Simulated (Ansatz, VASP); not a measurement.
CdGa2: VASP beside Ansatz

```
Cd Ga
1.0
     0.00000    3.99548    3.99548
     3.99548    0.00000    3.99548
     3.99548    3.99548    0.00000
Cd Ga
2 4
Direct
  0.00000 0.00000 0.00000
  0.25000 0.25000 0.25000
  0.62500 0.62500 0.62500
  0.12500 0.62500 0.62500
  0.62500 0.62500 0.12500
  0.62500 0.12500 0.62500
```

Alike in both runs: functional PBE; k mesh 8 × 8 × 8; occupations gaussian, width 0.1 eV; no spin polarisation.

Ansatz relaxed the structure, and its values are those at the end. VASP's run is a single point on that final structure, the one shown.

```csv
,VASP,Ansatz
version,VASP 6.6.1,Ansatz 0.2.0
potentials or method,"VASP PAW PBE potentials, release 64 (Cd, Ga_d), cutoff 520 eV","scalar-relativistic, plane waves, PAW"
valence electrons in the cell,76,92
```

VASP gave:

| Quantity | Value |
| --- | --- |
| gap on the k mesh at the Fermi level (eV) | none |
| pressure (GPa) | 0.2 |

Problem. Estimate Ansatz's values.

Solution. gap on the k mesh at the Fermi level (eV): none; pressure (GPa): 0.0.

A gap of «none» marks a metal or a gap that the smearing closes. VASP's potentials hold 76 valence electrons a cell and Ansatz's 92, so a difference there can come from the potentials and not from the codes.
